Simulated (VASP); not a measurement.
# Pt (Im-3m) in VASP: density of states with LDA

Aim: the density of states of Pt with LDA.

All numbers are computed with VASP 6.6.1; they aren't measurements. Logs are shortened: lines on timing, memory, paths and dates and some standing lists are left out, and cuts for length are marked.

## (1) The cell of the first run

It takes space group Im-3m (No. 229, cubic). Conventional cell: a = 3.103 Å, b = 3.103 Å, c = 3.103 Å, α = 90.00°, β = 90.00°, γ = 90.00°. Pt (site symmetry m-3m) has 14 Pt at 2.69 to 3.10 Å within 3.5 Å.

## (2) Density of states, LDA

Input file POSCAR:

```
Pt
1.0
   -1.5514557101      1.5514557101      1.5514557101
    1.5514557101     -1.5514557101      1.5514557101
    1.5514557101      1.5514557101     -1.5514557101
Pt
1
Direct
    0.0000000000      0.0000000000      0.0000000000
```

Input file INCAR.step1:

```
SYSTEM = Pt
PREC = Accurate
ENCUT = 520
EDIFF = 1E-6
ISMEAR = -1
SIGMA = 0.1
LREAL = .FALSE.
LASPH = .TRUE.
NELM = 100
ALGO = Normal
ISIF = 2
LWAVE = .FALSE.
LCHARG = .TRUE.
LMAXMIX = 4
NBANDS = 11
```

Input file KPOINTS.step1:

```
regular mesh
0
G
  19 19 19
  0 0 0
```

Input file INCAR.step2:

```
SYSTEM = Pt
PREC = Accurate
ENCUT = 520
EDIFF = 1E-6
ISMEAR = -5
SIGMA = 0.1
LREAL = .FALSE.
LASPH = .TRUE.
NELM = 100
ALGO = Normal
ISIF = 2
LWAVE = .FALSE.
LCHARG = .FALSE.
LMAXMIX = 4
LORBIT = 10
NBANDS = 11
NEDOS = 1001
ICHARG = 11
```

Input file KPOINTS.step2:

```
regular mesh
0
G
  29 29 29
  0 0 0
```

Potentials or basis: VASP PAW LDA potentials, release 64 (Pt).

Command:

```console
> cat potpaw_LDA.64/Pt/POTCAR > POTCAR
> cp INCAR.step1 INCAR
> cp KPOINTS.step1 KPOINTS
> mpirun -np 1 vasp_std > vasp.out
> cp INCAR.step2 INCAR
> cp KPOINTS.step2 KPOINTS
> mpirun -np 1 vasp_std > vasp.out
```

OUTCAR:

```text
SYSTEM = Pt
   PREC = Accurate
   ENCUT = 520
   EDIFF = 1E-6
   ISMEAR = -5
   LREAL = .FALSE.
   LASPH = .TRUE.
   NELM = 100
   ISIF = 2
   LORBIT = 10
   ICHARG = 11

 ion  position               nearest neighbor table
   1  0.000  0.000  0.000-

  LATTYP: Found a body centered cubic cell.
 ALAT       =     3.1029114202

  Lattice vectors:

 A1 = (  -1.5514557101,   1.5514557101,   1.5514557101)
 A2 = (   1.5514557101,  -1.5514557101,   1.5514557101)
 A3 = (   1.5514557101,   1.5514557101,  -1.5514557101)

Analysis of symmetry for initial positions (statically):
=====================================================================
 Subroutine PRICEL returns:
 Original cell was already a primitive cell.

 Routine SETGRP: Setting up the symmetry group for a
 body centered cubic supercell.

 Subroutine GETGRP returns: Found 48 space group operations
 (whereof 48 operations were pure point group operations)
 out of a pool of 48 trial point group operations.

The static configuration has the point symmetry O_h .

Analysis of symmetry for dynamics (positions and initial velocities):
=====================================================================
 Subroutine PRICEL returns:
 Original cell was already a primitive cell.

 Routine SETGRP: Setting up the symmetry group for a
 body centered cubic supercell.

 Subroutine GETGRP returns: Found 48 space group operations
 (whereof 48 operations were pure point group operations)
 out of a pool of 48 trial point group operations.

The dynamic configuration has the point symmetry O_h .

 Subroutine INISYM returns: Found 48 space group operations
 (whereof 48 operations are pure point group operations),
 and found     1 'primitive' translations

----------------------------------------------------------------------------------------

                                     Primitive cell

  volume of cell :      14.9375

  direct lattice vectors                    reciprocal lattice vectors
    -1.551455710  1.551455710  1.551455710     0.000000000  0.322277972  0.322277972
     1.551455710 -1.551455710  1.551455710     0.322277972  0.000000000  0.322277972
     1.551455710  1.551455710 -1.551455710     0.322277972  0.322277972  0.000000000

  length of vectors
     2.687200116  2.687200116  2.687200116     0.455769879  0.455769879  0.455769879

  position of ions in fractional coordinates (direct lattice)
     0.000000000  0.000000000  0.000000000

  ion indices of the primitive-cell ions
   primitive index   ion index
                 1           1

----------------------------------------------------------------------------------------

 KPOINTS: regular mesh

Automatic generation of k-mesh.
 Grid dimensions read from file:
 generate k-points for:   29   29   29

 Generating k-lattice:

  Cartesian coordinates                     Fractional coordinates (reciprocal lattice)
     0.000000000  0.011113034  0.011113034     0.034482759  0.000000000  0.000000000
     0.011113034  0.000000000  0.011113034     0.000000000  0.034482759  0.000000000
     0.011113034  0.011113034  0.000000000     0.000000000  0.000000000  0.034482759

  Length of vectors
     0.015716203  0.015716203  0.015716203

  Shift w.r.t. Gamma in fractional coordinates (k-lattice)
     0.000000000  0.000000000  0.000000000

 TETIRR: Found  29434 inequivalent tetrahedra from   146334

 Subroutine IBZKPT returns following result:
 ===========================================

 Found    680 irreducible k-points:

 Following reciprocal coordinates:
            Coordinates               Weight
  0.000000  0.000000  0.000000      1.000000
  0.034483  0.000000  0.000000     12.000000
  0.068966  0.000000  0.000000     12.000000
  0.103448  0.000000  0.000000     12.000000
  0.137931  0.000000  0.000000     12.000000
  0.172414  0.000000  0.000000     12.000000
[... 16 lines left out ...]
  0.275862  0.034483  0.000000     48.000000
  0.310345  0.034483  0.000000     48.000000
 [... further k-points ...]
   k-points           NKPTS =    680   k-points in BZ     NKDIM =    680   number of bands    NBANDS=     11
   number of dos      NEDOS =   1001   number of ions     NIONS =      1
   total plane-waves  NPLWV =   8000
   dimension x,y,z NGX =    20 NGY =   20 NGZ =   20
   dimension x,y,z NGXF=    40 NGYF=   40 NGZF=   40
   ions per type =               1
   NGX,Y,Z   is equivalent  to a cutoff of  12.37, 12.37, 12.37 a.u.
   NGXF,Y,Z  is equivalent  to a cutoff of  24.75, 24.75, 24.75 a.u.
 SYSTEM =  Pt
   PREC   = accura    normal or accurate (medium, high low for compatibility)
   ISTART =      0    job   : 0-new  1-cont  2-samecut
   ICHARG =     11    charge: 1-file 2-atom 10-const
   ISPIN  =      1    spin polarized calculation?
   LNONCOLLINEAR =      F non collinear calculations
   LSORBIT =      F    spin-orbit coupling
   LASPH  =      T    aspherical Exc in radial PAW
   ENCUT  =  520.0 eV  38.22 Ry    6.18 a.u.   5.00  5.00  5.00*2*pi/ulx,y,z
   NELM   =    100;   NELMIN=  2; NELMDL=  0     # of ELM steps
   EDIFF  = 0.1E-05   stopping-criterion for ELM
   LREAL  =      F    real-space projection
   EDIFFG = 0.1E-04   stopping-criterion for IOM
   NSW    =      0    number of steps for IOM
   IBRION =     -1    ionic relax: 0-MD 1-quasi-New 2-CG
   NFREE  =      0    steps in history (QN), initial steepest desc. (CG)
   ISIF   =      2    stress and relaxation
   ISYM   =      2    0-nonsym 1-usesym 2-fastsym
   POTIM  = 0.5000    time-step for ionic-motion
   TEBEG  =    0.0;   TEEND  =   0.0 temperature during run
   PSTRESS=    0.0 pullay stress
   NELECT =      10.0000    total number of electrons
   NUPDOWN=      -1.0000    fix difference up-down
   EMIN   =  10.00;   EMAX   =-10.00  energy-range for DOS
   EFERMI =   0.00;   METHOD = LEGACY
   ISMEAR =    -5;   SIGMA  =   0.10  broadening in eV -4-tet -1-fermi 0-gaus
   EFERMI_NEDOS =   21; number of points for ismear=-14 and -15
   IALGO  =     38    algorithm
   IMIX   =      4    mixing-type and parameters
     AMIX     =   0.40;   BMIX     =  1.00
     AMIX_MAG =   1.60;   BMIX_MAG =  1.00
  volume/ion in A,a.u.               =      14.94       100.80
  Fermi-wavevector in a.u.,A,eV,Ry     =   1.432129  2.706331 27.905458  2.050993
  Thomas-Fermi vector in A             =   2.551790
   LORBIT       =     10    0 simple, 1 ext, 2 COOP (PROOUT), +10 PAW based schemes
   GGA     = CA    functional components
   LHFCALC =     F    Hartree Fock is set to
   AEXX    =    0.0000 exact exchange contribution
   IVDW    =     0    specifies the selected vdW correction
   LEPSILON=     F    determine dielectric tensor
   LRPA    =     F    only Hartree local field effects (RPA)
 non-spin polarized calculation
 Fermi weights with tetrahedron method with Bloechl corrections
  energy-cutoff  :      520.00
  volume of cell :       14.94
 maximum number of plane-waves:       420

 number of electron      10.0000000 magnetization

 Free energy of the ion-electron system (eV)
  ---------------------------------------------------
  ext. energy  EPLUGINS =         0.00000000
  ---------------------------------------------------
  free energy    TOTEN  =        -7.38965528 eV

  energy without entropy =       -7.38965528  energy(sigma->0) =       -7.38965528

 E-fermi :  11.0967     XC(G=0): -13.7380

 val. band max:       11.1004889670   @ k =  -0.3793   0.3793   0.1724
 cond. band min:      11.0889716453   @ k =  -0.2759   0.2759   0.2069
 fundamental gap:     -0.0115173217
 Fermi energy:        11.0966857009

 k-point     1 :       0.0000    0.0000    0.0000
  band No.  band energies     occupation
      1       0.9830      2.00000
      2       7.2749      2.00000
      3       7.2749      2.00000
      4       7.2749      2.00000
      5      10.0265      2.00000
      6      10.0265      2.00000
      7      28.1334      0.00000
      8      28.1334      0.00000
      9      28.1334      0.00000
     10      38.9574      0.00000
     11      38.9776      0.00000

 k-point     2 :       0.0345    0.0000    0.0000
  band No.  band energies     occupation
      1       1.0346      2.00000
      2       7.2536      2.00000
      3       7.2750      2.00000
      4       7.3172      2.00000
      5       9.9972      2.00000
      6      10.0278      2.00000
      7      28.1626      0.00000
      8      28.1912      0.00000
      9      28.2112      0.00000
     10      37.8520      0.00000
     11      38.3410      0.00000

 k-point     3 :       0.0690    0.0000    0.0000
  band No.  band energies     occupation
      1       1.1876      2.00000
      2       7.1912      2.00000
      3       7.2737      2.00000
      4       7.4434      2.00000
      5       9.9162      2.00000
      6      10.0320      2.00000
      7      28.2386      0.00000
      8      28.3430      0.00000
      9      28.4424      0.00000
     10      36.6012      0.00000
     11      37.2730      0.00000

 k-point     4 :       0.1034    0.0000    0.0000
  band No.  band energies     occupation
      1       1.4368      2.00000
      2       7.0920      2.00000
      3       7.2678      2.00000
      4       7.6514      2.00000
      5       9.8034      2.00000
      6      10.0400      2.00000
      7      28.3236      0.00000
      8      28.5175      0.00000
      9      28.8209      0.00000
     10      35.5230      0.00000
     11      36.0971      0.00000
[... 239 lines left out ...]
 k-point    22 :       0.2414    0.0345   -0.0000
  band No.  band energies     occupation
      1       3.3160      2.00000
      2       6.4009      2.00000
      3       7.3039      2.00000
      4       9.4905      2.00000
      5       9.5587      2.00000
      6      10.1746      2.00000
      7      25.7753      0.00000
      8      27.1172      0.00000
      9      31.8205      0.00000
     10      32.6371      0.00000
     11      34.8752      0.00000

 k-point    23 :       0.2759    0.0345    0.0000
  band No.  band energies     occupation
      1       3.6619      2.00000
      2       6.2407      2.00000
      3       7.5459      2.00000
      4       9.5911      2.00000
      5      10.0628      2.00000
      6      10.2201      2.00051
      7      24.3659      0.00000
      8      26.5047      0.00000
      9      31.4801      0.00000
     10      32.8609      0.00000
     11      35.2148      0.00000

 k-point    24 :       0.3103    0.0345    0.0000
  band No.  band energies     occupation
      1       3.8843      2.00000
      2       6.0945      2.00000
      3       7.9683      2.00000
      4       9.6884      2.00000
      5      10.2655      2.00000
      6      10.6209      2.13482
      7      22.9159      0.00000
      8      25.9122      0.00000
      9      30.4163      0.00000
     10      33.7791      0.00000
     11      35.5022      0.00000

 [... further k-points ...]

------------------------ aborting loop because EDIFF is reached ----------------------------------------

  FORCE on cell =-STRESS in cart. coord.  units (eV):
  Direction    XX          YY          ZZ          XY          YZ          ZX
  --------------------------------------------------------------------------------------
  -------------------------------------------------------------------------------------
  Total        0.0216394      0.0216394      0.0216394     -0.0000000     -0.0000000      0.0000000
  in kB        2.3210135      2.3210135      2.3210135     -0.0000000     -0.0000000      0.0000000
  external PRESSURE =       2.3210135 kB  Pullay stress =       0.0000000 kB

 VOLUME and BASIS-vectors are now :
 -----------------------------------------------------------------------------
  energy-cutoff  :      520.00
  volume of cell :       14.94
      direct lattice vectors                 reciprocal lattice vectors
    -1.551455710  1.551455710  1.551455710     0.000000000  0.322277972  0.322277972
     1.551455710 -1.551455710  1.551455710     0.322277972  0.000000000  0.322277972
     1.551455710  1.551455710 -1.551455710     0.322277972  0.322277972  0.000000000

 POSITION                                       TOTAL-FORCE (eV/Angst)
 -----------------------------------------------------------------------------------
      0.00000      0.00000      0.00000         0.000000     -0.000000      0.000000
 -----------------------------------------------------------------------------------
    total drift:                                0.000000      0.000000      0.000000

  FREE ENERGIE OF THE ION-ELECTRON SYSTEM (eV)
  ---------------------------------------------------
  free  energy   TOTEN  =        -7.3896552793 eV

  energy  without entropy=       -7.3896552793  energy(sigma->0) =       -7.38965528

 total charge

# of ion       s       p       d       tot
------------------------------------------
    1        0.652   0.600   8.095   9.346
```

Run time: 2 min. Hardware: 1 thread of AMD EPYC 7R43 (Zen 3), shared host; peak memory 0.23 GiB.

What came out:

```
Valence electrons inside the program's atomic spheres : Pt 9.35
```

Levels at points of the mesh, in eV from the Fermi level:
| k point | band 1 | band 2 | band 3 | band 4 | band 5 | band 6 | band 7 | band 8 | band 9 | band 10 |
| --- | --- | --- | --- | --- | --- | --- | --- | --- | --- | --- |
| (0.00, 0.00, 0.00) | -10.11 | -3.82 | -3.82 | -3.82 | -1.07 | -1.07 | 17.04 | 17.04 | 17.04 | 27.86 |

Caveat: spin-orbit coupling is left out, which moves the levels of the heavy elements; tetrahedron occupations give inexact forces and stress in metals.
